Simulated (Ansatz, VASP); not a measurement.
**InSb in VASP and in Ansatz**

Contents of INCAR:

```
SYSTEM = InSb
  PREC = Accurate
  ENCUT = 520
  EDIFF = 1E-6
  ISMEAR = 0
  SIGMA = 0.15
  LREAL = .FALSE.
  LASPH = .TRUE.
  NELM = 100
  ALGO = Normal
  ISIF = 2
  LWAVE = .FALSE.
  LCHARG = .FALSE.
  GGA = PE
  NBANDS = 16
```

KPOINTS

```
Automatic mesh
0
G
  14 14 14
  0 0 0
```

POSCAR

```
InSb
1.0
    0.0000000000      3.3524388029      2.7945929861
    3.3524388029      0.0000000000      2.7945929861
    3.3524388029      3.3524388029      0.0000000000
In Sb
1 1
Direct
    0.0000000000      0.0000000000      0.0000000000
    0.5000000000      0.5000000000      0.5000000000
```

Input for Ansatz:

```yaml
crystal:
  lattice:
    - [0.0, 3.3524388029, 2.7945929861]
    - [3.3524388029, 0.0, 2.7945929861]
    - [3.3524388029, 3.3524388029, 0.0]
  atoms:
    - { symbol: In, position: [0.0, 0.0, 0.0] }
    - { symbol: Sb, position: [0.5, 0.5, 0.5] }
basis:
  ecutwfc: 420
kpoints:
  mp_grid: { grid: [14, 14, 14] }
hamiltonian:
  xc: pbe
  pseudopotentials: { kind: paw, azcp: { folder: soft_1 } }
scf:
  occupations: { method: gaussian, width: 0.15 }
output:
  forces: true
  stress: true
  eigenvalues: true
```

Alike in both runs: task single point; functional PBE; k mesh 14 × 14 × 14; occupations gaussian, width 0.15 eV; no spin polarisation.

|  | VASP | Ansatz |
| --- | --- | --- |
| version | VASP 6.6.1 | Ansatz 0.2.0 |
| potentials or method | VASP PAW PBE potentials, release 64 (In_d, Sb), cutoff 520 eV | scalar-relativistic, plane waves, PAW |
| valence electrons in the cell | 18 | 28 |

VASP gave:

| Quantity | Value |
| --- | --- |
| gap on the k mesh at the Fermi level (eV) | none |
| pressure (GPa) | 0.3 |
| traceless stress, the component that is largest in VASP (GPa) | 9.96 |

Which values does Ansatz return?

gap on the k mesh at the Fermi level (eV): none; pressure (GPa): 0.3; traceless stress, the component that is largest in VASP (GPa): 10.00.

A gap of «none» marks a metal or a gap that the smearing closes. VASP's potentials hold 18 valence electrons a cell and Ansatz's 28, so a difference there can come from the potentials and not from the codes.

Spin-orbit coupling is off throughout.
